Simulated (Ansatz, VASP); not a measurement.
**InGa7N8: VASP beside Ansatz**

```
CELL_PARAMETERS angstrom
0.00000 0.00000 -5.24985
3.22762 5.59040 0.00000
3.22762 -5.59040 0.00000
ATOMIC_POSITIONS crystal
In 0.99927 0.16667 0.33333
Ga 0.00200 0.16709 0.83355
Ga 0.00200 0.66645 0.33291
Ga 0.00200 0.66645 0.83355
Ga 0.49978 0.33636 0.67272
Ga 0.49978 0.33636 0.16364
Ga 0.50241 0.83333 0.66667
Ga 0.49978 0.82728 0.16364
N 0.59171 0.16667 0.33333
N 0.62756 0.16537 0.83268
N 0.62756 0.66732 0.33463
N 0.62756 0.66732 0.83268
N 0.13087 0.34395 0.68790
N 0.13087 0.34395 0.15605
N 0.12597 0.83333 0.66667
N 0.13087 0.81210 0.15605
```

Alike in both runs: functional PBEsol; k mesh 6 × 6 × 6; occupations gaussian, width 0.02 eV; no spin polarisation.

Ansatz relaxed the structure, and its values are those at the end. VASP's run is a single point on that final structure, the one shown.

```csv
,VASP,Ansatz
version,VASP 6.6.1,Ansatz 0.2.0
potentials or method,"VASP PAW PBE potentials, release 64 (In_d, Ga_d, N), cutoff 520 eV","scalar-relativistic, plane waves, PAW"
valence electrons in the cell,144,144
```

|  | VASP | Ansatz | Ansatz less VASP |
| --- | --- | --- | --- |
| gap on the k mesh at the Fermi level (eV) | 1.44 | 1.43 | -0.011 |
| least direct gap on the mesh (eV) | 1.44 | 1.43 | -0.011 |
| pressure (GPa) | -0.2 | 0.0 | +0.18 |
| rms of the force components (eV/Å) | 0.008 | 0.001 | -0.0070 |

VASP's potentials were made for PBE, not for PBEsol. The functional is the same, so the differences come from potentials, cutoffs and numerics.
